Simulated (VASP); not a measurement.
Mg:

```
Mg
1.0
     1.93893    1.11944    3.59552
    -1.93893    1.11944    3.59552
     0.00000   -2.23889    3.59552
Mg
2
Direct
  0.22754 0.22754 0.22754
  0.77246 0.77246 0.77246
```

| Item | Value |
| --- | --- |
| Program | VASP 6.6.1 |
| Task | relaxation of cell and atoms |
| Functional | PBEsol |
| Potentials or basis | VASP PAW PBE potentials, release 64 (Mg_sv) |
| Cutoff | 840 eV |
| k mesh | 6 × 6 × 6 |
| Occupations | gaussian, width 0.1 eV |
| Spin | no spin polarisation |

At the start: pressure 6.7 GPa; volume 23.41 Å³/atom.

Problem. How do energy, volume and symmetry change on relaxing?

Solution. Over 15 steps the energy falls by 580.5 meV/atom and the volume is 22.40 Å³/atom (-4.3 %); space group R-3m (No. 166, to 0.1 Å) before and after.

Step by step:
| step | energy change (eV) | largest force (eV/Å) | pressure (GPa) | volume (Å³) |
| --- | --- | --- | --- | --- |
| 1 | 0.0000 | 1.9432 | 6.71 | 46.83 |
| 2 | -0.4120 | 0.9256 | 0.08 | 53.79 |
| 3 | -0.4638 | 0.5684 | -1.85 | 57.36 |
| 4 | -0.4652 | 0.5236 | -2.08 | 57.91 |
| 5 | -0.5759 | 0.3686 | -1.82 | 55.74 |
| 6 | -0.7634 | 0.5008 | 0.66 | 49.22 |
| 7 | -0.8959 | 0.6364 | 0.40 | 48.25 |
| 8 | -1.0096 | 0.9165 | -0.47 | 43.62 |
| 9 | -1.0733 | 0.8043 | 0.16 | 45.74 |
| 10 | -1.1413 | 0.2082 | -1.45 | 45.77 |
| 11 | -1.1413 | 0.2020 | -1.45 | 45.77 |
| 12 | -1.1450 | 0.1664 | 2.05 | 43.05 |
| 13 | -1.1601 | 0.0372 | 0.35 | 44.32 |
| 14 | -1.1601 | 0.0333 | 0.39 | 44.29 |
| 15 | -1.1610 | 0.0066 | -0.01 | 44.81 |

Final structure:
```
CELL_PARAMETERS angstrom
1.63124 0.94179 4.86097
-1.63124 0.94179 4.86097
0.00000 -1.88359 4.86097
ATOMIC_POSITIONS crystal
Mg 0.24994 0.24994 0.24994
Mg 0.75006 0.75006 0.75006
```

Caveat: a cell axis changed by over 15 % at a fixed basis, so the end point is rough; the PAW data sets were made with another functional, which shifts forces and pressure a little.
